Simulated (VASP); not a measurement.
# BeSe (F-43m) in VASP: G0W0 quasiparticle levels with PBE

Aim: the G0W0 quasiparticle levels of BeSe with PBE.

Program: VASP 6.6.1. These are calculated values, not measurements. Logs are shortened: lines on timing, memory, paths and dates and some standing lists are left out, and cuts for length are marked.

## 1. The cell of the first run

It takes space group F-43m (No. 216, cubic). The conventional cell has a = 5.162 Å, b = 5.162 Å, c = 5.162 Å, α = 90.00°, β = 90.00°, γ = 90.00°. Be (site symmetry -43m) has 4 Se at 2.24 Å within 3.0 Å. Within 3.0 Å of Se (site symmetry -43m) lie 4 Be at 2.24 Å.

## 2. G0W0 quasiparticle levels, PBE

POSCAR reads:

```
BeSe
1.0
    0.0000000000      2.5810355899      2.5810355899
    2.5810355899      0.0000000000      2.5810355899
    2.5810355899      2.5810355899      0.0000000000
Be Se
1 1
Direct
    0.0000000000      0.0000000000      0.0000000000
    0.2500000000      0.2500000000      0.2500000000
```

INCAR.step1 reads:

```
PREC = Accurate ; ENCUT = 500
EDIFF = 1E-8 ; ISMEAR = 0
SIGMA = 0.01 ; LREAL = False
LASPH = True ; NELM = 100
ALGO = Normal ; LWAVE = True
LCHARG = False ; GGA = PE
```

INCAR.step2 reads:

```
PREC = Accurate ; ENCUT = 500
EDIFF = 1E-8 ; ISMEAR = 0
SIGMA = 0.01 ; LREAL = False
LASPH = True ; NELM = 1
ALGO = Exact ; LWAVE = True
LCHARG = False ; GGA = PE
NBANDS = 94 ; LOPTICS = True
ISTART = 1
```

INCAR.step3 reads:

```
PREC = Accurate ; ENCUT = 500
EDIFF = 1E-8 ; ISMEAR = 0
SIGMA = 0.01 ; LREAL = False
LASPH = True ; ALGO = EVGW0
LWAVE = False ; LCHARG = False
GGA = PE ; NELMGW = 1
NBANDS = 94 ; ENCUTGW = 110.0
NOMEGA = 48 ; PRECFOCK = Fast
ISTART = 1 ; NBANDSGW = 12
```

KPOINTS reads:

```
regular mesh
0
Gamma
  4 4 4
```

Potentials or basis: VASP PAW PBE potentials, release 64 (Be_GW, Se_GW).

The run is started by

```sh
$ cat potpaw_PBE.64/Be_GW/POTCAR potpaw_PBE.64/Se_GW/POTCAR > POTCAR
$ cp INCAR.step1 INCAR
$ mpirun -np 1 vasp_std > vasp.out
$ cp INCAR.step2 INCAR
$ mpirun -np 1 vasp_std > vasp.out
$ cp INCAR.step3 INCAR
$ mpirun -np 1 vasp_std > vasp.out
```

OUTCAR:

```text
PREC = Accurate
   ENCUT = 500
   EDIFF = 1E-8
   ISMEAR = 0
   LREAL = False
   LASPH = True
   GGA = PE
   NELMGW = 1
   ENCUTGW = 110.0
   PRECFOCK = Fast
   ISTART = 1

 ion  position               nearest neighbor table
   1  0.000  0.000  0.000-   2 2.24   2 2.24   2 2.24   2 2.24
   2  0.250  0.250  0.250-   1 2.24   1 2.24   1 2.24   1 2.24

  LATTYP: Found a face centered cubic cell.
 ALAT       =     5.1620711798

  Lattice vectors:

 A1 = (   0.0000000000,   2.5810355899,   2.5810355899)
 A2 = (   2.5810355899,   0.0000000000,   2.5810355899)
 A3 = (   2.5810355899,   2.5810355899,   0.0000000000)

Analysis of symmetry for initial positions (statically):
=====================================================================
 Subroutine PRICEL returns:
 Original cell was already a primitive cell.

 Routine SETGRP: Setting up the symmetry group for a
 face centered cubic supercell.

 Subroutine GETGRP returns: Found 24 space group operations
 (whereof 24 operations were pure point group operations)
 out of a pool of 48 trial point group operations.

The static configuration has the point symmetry T_d .

Analysis of symmetry for dynamics (positions and initial velocities):
=====================================================================
 Subroutine PRICEL returns:
 Original cell was already a primitive cell.

 Routine SETGRP: Setting up the symmetry group for a
 face centered cubic supercell.

 Subroutine GETGRP returns: Found 24 space group operations
 (whereof 24 operations were pure point group operations)
 out of a pool of 48 trial point group operations.

The dynamic configuration has the point symmetry T_d .

 Subroutine INISYM returns: Found 24 space group operations
 (whereof 24 operations are pure point group operations),
 and found     1 'primitive' translations

----------------------------------------------------------------------------------------

                                     Primitive cell

  volume of cell :      34.3884

  direct lattice vectors                    reciprocal lattice vectors
     0.000000000  2.581035590  2.581035590    -0.193720692  0.193720692  0.193720692
     2.581035590  0.000000000  2.581035590     0.193720692 -0.193720692  0.193720692
     2.581035590  2.581035590  0.000000000     0.193720692  0.193720692 -0.193720692

  length of vectors
     3.650135536  3.650135536  3.650135536     0.335534081  0.335534081  0.335534081

  position of ions in fractional coordinates (direct lattice)
     0.000000000  0.000000000  0.000000000
     0.250000000  0.250000000  0.250000000

  ion indices of the primitive-cell ions
   primitive index   ion index
                 1           1
                 2           2

----------------------------------------------------------------------------------------

 KPOINTS: regular mesh

Automatic generation of k-mesh.
 Grid dimensions read from file:
 generate k-points for:    4    4    4

 Generating k-lattice:

  Cartesian coordinates                     Fractional coordinates (reciprocal lattice)
    -0.048430173  0.048430173  0.048430173     0.250000000  0.000000000  0.000000000
     0.048430173 -0.048430173  0.048430173     0.000000000  0.250000000  0.000000000
     0.048430173  0.048430173 -0.048430173     0.000000000  0.000000000  0.250000000

  Length of vectors
     0.083883520  0.083883520  0.083883520

  Shift w.r.t. Gamma in fractional coordinates (k-lattice)
     0.000000000  0.000000000  0.000000000

 Subroutine IBZKPT returns following result:
 ===========================================

 Found      8 irreducible k-points:

 Following reciprocal coordinates:
            Coordinates               Weight
  0.000000  0.000000  0.000000      1.000000
  0.250000  0.000000  0.000000      8.000000
  0.500000  0.000000  0.000000      4.000000
  0.250000  0.250000  0.000000      6.000000
  0.500000  0.250000  0.000000     24.000000
 -0.250000  0.250000  0.000000     12.000000
  0.500000  0.500000  0.000000      3.000000
 -0.250000  0.500000  0.250000      6.000000
   k-points           NKPTS =      8   k-points in BZ     NKDIM =     64   number of bands    NBANDS=     94
   number of dos      NEDOS =    301   number of ions     NIONS =      2
   total plane-waves  NPLWV =  21952
   dimension x,y,z NGX =    28 NGY =   28 NGZ =   28
   dimension x,y,z NGXF=    56 NGYF=   56 NGZF=   56
   ions per type =               1   1
   NGX,Y,Z   is equivalent  to a cutoff of  12.75, 12.75, 12.75 a.u.
   NGXF,Y,Z  is equivalent  to a cutoff of  25.51, 25.51, 25.51 a.u.
 SYSTEM =  unknown system
   PREC   = accura    normal or accurate (medium, high low for compatibility)
   ISTART =      1    job   : 0-new  1-cont  2-samecut
   ICHARG =      0    charge: 1-file 2-atom 10-const
   ISPIN  =      1    spin polarized calculation?
   LNONCOLLINEAR =      F non collinear calculations
   LSORBIT =      F    spin-orbit coupling
   LASPH  =      T    aspherical Exc in radial PAW
   ENCUT  =  500.0 eV  36.75 Ry    6.06 a.u.   6.66  6.66  6.66*2*pi/ulx,y,z
   NELM   =     60;   NELMIN=  2; NELMDL=  0     # of ELM steps
   EDIFF  = 0.1E-07   stopping-criterion for ELM
   LREAL  =      F    real-space projection
   EDIFFG = 0.1E-06   stopping-criterion for IOM
   NSW    =      0    number of steps for IOM
   IBRION =     -1    ionic relax: 0-MD 1-quasi-New 2-CG
   NFREE  =      0    steps in history (QN), initial steepest desc. (CG)
   ISIF   =      0    stress and relaxation
   ISYM   =      3    0-nonsym 1-usesym 2-fastsym
   POTIM  = 0.5000    time-step for ionic-motion
   TEBEG  =    0.0;   TEEND  =   0.0 temperature during run
   PSTRESS=    0.0 pullay stress
   NELECT =       8.0000    total number of electrons
   NUPDOWN=      -1.0000    fix difference up-down
   EMIN   =  10.00;   EMAX   =-10.00  energy-range for DOS
   EFERMI =   0.00;   METHOD = LEGACY
   ISMEAR =     0;   SIGMA  =   0.01  broadening in eV -4-tet -1-fermi 0-gaus
   EFERMI_NEDOS =   21; number of points for ismear=-14 and -15
   IALGO  =     38    algorithm
   IMIX   =      4    mixing-type and parameters
     AMIX     =   0.40;   BMIX     =  1.00
     AMIX_MAG =   1.60;   BMIX_MAG =  1.00
  volume/ion in A,a.u.               =      17.19       116.03
  Fermi-wavevector in a.u.,A,eV,Ry     =   1.006856  1.902683 13.793037  1.013760
  Thomas-Fermi vector in A             =   2.139625
   LORBIT       =      0    0 simple, 1 ext, 2 COOP (PROOUT), +10 PAW based schemes
   GGA     = PE    functional components
   LHFCALC =     T    Hartree Fock is set to
   PRECFOCK=fast      Normal, Fast or Accurate (Low or Medium for compatibility)
   ENCUT4O =  -1.0   cutoff for four orbital integrals eV
   NKREDX  =     1    reduce k-point grid by
   NKREDY  =     1    reduce k-point grid by
   NKREDZ  =     1    reduce k-point grid by
   AEXX    =    1.0000 exact exchange contribution
   HFSCREEN=    0.0000 screening length (either q_TF or 0.3 A-1)
   HFSCREENC=   0.0000 screening length for correlation (either q_TF or 0.3 A-1)
   ENCUTFOCK=  -1.0 apply spherical cutoff to Coloumb kernel
   IVDW    =     0    specifies the selected vdW correction
   LEPSILON=     F    determine dielectric tensor
   LRPA    =     F    only Hartree local field effects (RPA)
   LRPAFORCE           =     F    calculate RPA forces
   ENCUTGW             = 110.0    cutoff for response function in eV
   ENCUTGWSOFT         =  88.0    soft cutoff for Coulomb kernel in GW response function in eV
   ENCUTLF             =  -1.0    cutoff for local field effects
   NELMGW              =     1    number of iterations in solving QP/BSE equation
   NELMHF              =     1    number of iterations in the inner HF iteration
   NKREDLFX            =     1    NKREDLFY  =   1   NKREDLFZ  =   1
 non-spin polarized calculation
 Gauss-broadening in eV      SIGMA  =   0.01
  energy-cutoff  :      500.00
  volume of cell :       34.39
 maximum number of plane-waves:       893
 NGX is ok and might be reduce to    28
  NGX = 16; NGY = 16; NGZ = 16
   NGX = 13   NGY = 13   NGZ = 13
 maximum number of plane-waves:       100
 NGX is ok and might be reduce to    14

 QP shifts <psi_nk| G(iteration)W_0 |psi_nk>: iteration 1
 for sc-GW calculations column KS-energies equals QP-energies in previous step
 and V_xc(KS)=  KS-energies - (<T + V_ion + V_H > + <T+V_H+V_ion>^1  + <V_x>^1)

 k-point   1 :       0.0000    0.0000    0.0000
  band No.  KS-energies  QP-energies   sigma(KS)   V_xc(KS)     V^pw_x(r,r')   Z            occupation Imag(sigma)

      1     -10.7853     -11.7478     -13.4967     -12.1896     -20.0696       0.7363       2.0000       1.3889
      2       2.9490       2.1514     -13.5158     -12.5092     -15.0635       0.7924       2.0000       0.0745
      3       2.9490       2.1514     -13.5158     -12.5092     -15.0635       0.7924       2.0000       0.0745
      4       2.9490       2.1514     -13.5158     -12.5092     -15.0635       0.7924       2.0000       0.0745
      5       7.2116       7.7733      -9.2752      -9.9842      -5.0324       0.7923       0.0000      -0.0877
      6       7.9437       8.4645      -9.1431      -9.8061      -4.8453       0.7857       0.0000      -0.0895
      7       7.9437       8.4645      -9.1431      -9.8061      -4.8453       0.7857       0.0000      -0.0895
      8       7.9437       8.4645      -9.1431      -9.8061      -4.8453       0.7857       0.0000      -0.0895
      9      14.9022      14.9477      -8.2095      -8.2700      -2.3691       0.7530       0.0000      -0.3347
     10      15.4258      15.8293      -9.4670      -9.9903      -4.2431       0.7711       0.0000      -0.2505
     11      15.4258      15.8293      -9.4670      -9.9903      -4.2431       0.7711       0.0000      -0.2505
     12      17.4599      17.5620      -7.9397      -8.0719      -2.1315       0.7727       0.0000      -0.4362

 k-point   2 :       0.2500    0.0000    0.0000
  band No.  KS-energies  QP-energies   sigma(KS)   V_xc(KS)     V^pw_x(r,r')   Z            occupation Imag(sigma)
[... 97 lines left out ...]
      1      -8.9773      -9.6410     -14.0186     -13.1067     -20.1197       0.7278       2.0000       1.0329
      2      -1.4292      -2.5324     -12.5515     -11.0715     -15.4160       0.7454       2.0000       0.1353
      3      -0.8104      -1.8451     -12.2433     -10.8806     -14.6962       0.7593       2.0000       0.1107
      4      -0.3054      -1.2859     -12.1123     -10.8361     -14.3099       0.7683       2.0000       0.0970
      5       9.0761       9.3497      -9.2105      -9.5569      -4.9986       0.7900       0.0000      -0.0979
      6      10.0153      10.5850      -8.9438      -9.6872      -3.9035       0.7664       0.0000      -0.1342
      7      10.3086      10.6659      -8.6926      -9.1501      -4.0395       0.7810       0.0000      -0.1161
      8      10.8922      11.4479     -10.1098     -10.8396      -5.1704       0.7616       0.0000      -0.1444
      9      16.2086      16.7015     -10.0968     -10.7628      -3.9460       0.7402       0.0000      -0.4659
     10      16.4465      17.0245      -9.6412     -10.4125      -3.5936       0.7494       0.0000      -0.4158
     11      18.9130      19.4150      -9.4546     -10.1144      -3.2875       0.7608       0.0000      -0.5835
     12      19.7843      20.1117      -9.2087      -9.6250      -3.0492       0.7865       0.0000      -0.8023
```

It took 66 s on 1 thread of Intel Xeon 6975P-C (Granite Rapids), shared host; peak memory 0.31 GiB.

What came out:

```yaml
Quasiparticle_gap: 3.64 eV
Least_direct_quasiparticle_gap: 5.62 eV
Band_gap_of_the_starting_levels_on_the_mesh: 2.63 eV
Least_direct_gap_of_the_starting_levels_on_the_mesh: 4.26 eV
```

Caveat: the k points lie up to 0.53 Å⁻¹ apart; bands, screening cutoff and mesh are small and nothing is extrapolated, so the quasiparticle values aren't converged.
